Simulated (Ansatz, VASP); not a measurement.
TeAs2: VASP beside Ansatz

INCAR

```
  PREC = Accurate
  ENCUT = 520
  EDIFF = 1E-6
  ISMEAR = 1
  SIGMA = 0.3
  LREAL = False
  LASPH = True
  NELM = 80
  ALGO = Normal
  ISIF = 2
  LWAVE = False
  LCHARG = False
  GGA = PS
  NBANDS = 25
```

KPOINTS

```
Automatic mesh
0
Gamma
  8 8 8
```

File POSCAR:

```
TeAs2
1.0
   -3.5564540000      3.5564540000      2.9405160000
    3.5564540000     -3.5564540000      2.9405160000
    3.5564540000      3.5564540000     -2.9405160000
Te As
2 4
Direct
    0.7500000000      0.2500000000      0.5000000000
    0.0000000000      0.0000000000      0.0000000000
    0.3750000000      0.6250000000      0.2500000000
    0.3750000000      0.1250000000      0.7500000000
    0.3750000000      0.6250000000      0.7500000000
    0.8750000000      0.6250000000      0.2500000000
```

Input for Ansatz:

```yaml
crystal:
  lattice:
    - [-3.556454, 3.556454, 2.940516]
    - [3.556454, -3.556454, 2.940516]
    - [3.556454, 3.556454, -2.940516]
  atoms:
    - { symbol: Te, position: [0.75, 0.25, 0.5] }
    - { symbol: Te, position: [0.0, 0.0, 0.0] }
    - { symbol: As, position: [0.375, 0.625, 0.25] }
    - { symbol: As, position: [0.375, 0.125, 0.75] }
    - { symbol: As, position: [0.375, 0.625, 0.75] }
    - { symbol: As, position: [0.875, 0.625, 0.25] }
basis:
  ecutwfc: 420
kpoints:
  mp_grid: { grid: [8, 8, 8] }
hamiltonian:
  xc: pbesol
scf:
  occupations: { method: cold, width: 0.3 }
output:
  forces: true
  stress: true
  eigenvalues: true
```

Alike in both runs: task single point; functional PBEsol; k mesh 8 × 8 × 8; no spin polarisation.

```csv
,VASP,Ansatz
version,VASP 6.6.1,Ansatz 0.2.0
potentials or method,"VASP PAW PBE potentials, release 64 (Te, As), cutoff 520 eV","scalar-relativistic, plane waves, PAW"
occupations,"methfessel-paxton of order 1, width 0.3 eV","cold, width 0.3 eV"
valence electrons in the cell,32,92
```

|  | VASP | Ansatz | Ansatz less VASP |
| --- | --- | --- | --- |
| gap on the k mesh at the Fermi level (eV) | none | none | - |
| pressure (GPa) | -3.7 | -3.8 | -0.11 |
| traceless stress, the component that is largest in VASP (GPa) | -0.84 | -0.85 | -0.010 |

VASP's potentials were made for PBE, not for PBEsol. A gap of «none» marks a metal or a gap that the smearing closes. VASP's potentials hold 32 valence electrons a cell and Ansatz's 92, so a difference there can come from the potentials and not from the codes.

Neither program's run includes spin-orbit coupling.
